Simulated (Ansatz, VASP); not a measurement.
Given: the input of a run of VASP 6.6.1 on WS2.

The input INCAR:

```
ALGO     = Normal         # electronic algorithm
EDIFF    = 1E-6           # SCF threshold, eV
ENCUT    = 520            # plane-wave cutoff, eV
ISIF     = 2              # what is computed and relaxed
ISMEAR   = -1             # smearing method
LASPH    = T              # aspherical terms in the spheres
LCHARG   = F              # write CHGCAR
LREAL    = F              # projectors in reciprocal space
LWAVE    = F              # write WAVECAR
NBANDS   = 20             # bands
NELM     = 80             # most SCF steps
PREC     = Accurate       # precision mode
SIGMA    = 0.05           # smearing width, eV
```

Contents of KPOINTS:

```
k-points
0
Gamma
  10 10 10
```

POSCAR

```
WS2
1.0
    1.5997786986      0.9236326623      6.2444391255
   -1.5997786986      0.9236326623      6.2444391255
    0.0000000000     -1.8472653246      6.2444391255
W S
1 2
Direct
    0.0000000000      0.0000000000      0.0000000000
    0.5810000000      0.5810000000      0.5810000000
    0.7503000000      0.7503000000      0.7503000000
```

Potentials or basis: VASP PAW LDA potentials, release 64 (W_sv, S).

The run is started by

```console
$ cat potpaw_LDA.64/W_sv/POTCAR potpaw_LDA.64/S/POTCAR > POTCAR
$ mpirun -np 1 vasp_std > vasp.out
```

Question: Set up the same calculation for Ansatz 0.2.0. Potentials there: all-electron LAPW, scalar-relativistic.

Answer: As run (the cutoff follows the program's own potentials):

Contents of input.yaml:

```yaml
crystal:
  lattice:
    - [1.5997786986, 0.9236326623, 6.2444391255]
    - [-1.5997786986, 0.9236326623, 6.2444391255]
    - [0.0, -1.8472653246, 6.2444391255]
  atoms:
    - { symbol: W, position: [0.0, 0.0, 0.0] }
    - { symbol: S, position: [0.581, 0.581, 0.581] }
    - { symbol: S, position: [0.7503, 0.7503, 0.7503] }
kpoints:
  mp_grid: { grid: [10, 10, 10] }
scf:
  occupations: { method: fermi_dirac, width: 0.05 }
hamiltonian:
  xc: lda
  pseudopotentials: { kind: all_electron, lapw: { basis_error: 0.002 } }
output:
  forces: true
  stress: true
  eigenvalues: true
```

Potentials or basis: all-electron LAPW, scalar-relativistic.

Command:

```bash
$ ansatz run input.yaml --threads 2 --pin off --max-ram 8192MiB --backend cpu --events-out ev --progress --plain --runs-dir out
```

Both were run:

|  | VASP | Ansatz | Ansatz less VASP |
| --- | --- | --- | --- |
| gap on the k mesh at the Fermi level (eV) | 1.03 | 1.03 | -0.005 |
| least direct gap on the mesh (eV) | 2.11 | 2.11 | -0.007 |
| pressure (GPa) | -9.1 | -9.4 | -0.28 |
| traceless stress, the component that is largest in VASP (GPa) | -0.04 | -0.08 | -0.040 |
| rms of the force components (eV/Å) | 0.466 | 0.482 | +0.0160 |

LDA's correlation is that of Perdew and Zunger in VASP and of Perdew and Wang (1992) in Ansatz. Atom by atom the forces differ by 0.019 eV/Å (rms over components). Ansatz ran all-electron here, and VASP with PAW potentials.

Spin-orbit coupling is off throughout.
